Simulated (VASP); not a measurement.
Write the native input for VASP 6.6.1 that does the following.

```
Task                   : relaxation of cell and atoms
Functional             : PBE
Potentials or basis    : VASP PAW PBE potentials, release 64 (Y_sv)
Cutoff                 : 600 eV
k mesh                 : 6 × 6 × 4
Occupations            : fermi-dirac, width 0.1 eV
Spin                   : no spin polarisation
Dipole correction      : no
Further INCAR settings : ALGO = Normal; EDIFF = 1e-06; IBRION = 2; EDIFFG = -0.01; NSW = 60; ISIF = 3
```

The structure of Y lies in POSCAR:

```
Y
1.0
    3.6474000000      0.0000000000      0.0000000000
   -1.8237000000      3.1587410600      0.0000000000
    0.0000000000      0.0000000000      5.7306000000
Y
2
Direct
    0.3333333328      0.6666666656      0.2500000000
    0.6666666672      0.3333333344      0.7500000000
```

These files were run (other wordings do the same):

INCAR

```
PREC = Accurate ; ENCUT = 600
EDIFF = 1E-6 ; ISMEAR = -1
SIGMA = 0.1 ; LREAL = F
LASPH = T ; NELM = 100
ALGO = Normal ; ISIF = 3
LWAVE = F ; LCHARG = F
GGA = PE ; IBRION = 2
NSW = 60 ; EDIFFG = -0.01
```

KPOINTS

```
Automatic mesh
0
Gamma
  6 6 4
```

Potentials or basis: VASP PAW PBE potentials, release 64 (Y_sv).

The run is started by

```sh
$ cat potpaw_PBE.64/Y_sv/POTCAR > POTCAR
$ mpirun -np 1 vasp_std > vasp.out
```

It gave:

```json
{"Relaxed volume": "32.83 Å³/atom", "Relaxed cell": "a = 3.650 Å, b = 3.650 Å, c = 5.691 Å, α = 90.00°, β = 90.00°, γ = 120.00°", "Space group after relaxing (to 0.05 Å)": "P6_3/mmc (No. 194)", "Energy gained by relaxing": "0.4 meV/atom", "Ionic steps": "4", "Pressure after relaxing": "0.0 GPa", "Band gap on the k mesh": "zero (band 11 reaches 3.98 eV, above the bottom of band 12 at 2.55 eV)"}
```

Run time: 55 s on 1 thread of Intel(R) Xeon(R) 6975P-C (Granite Rapids) (shared host), peak memory 0.21 GiB.
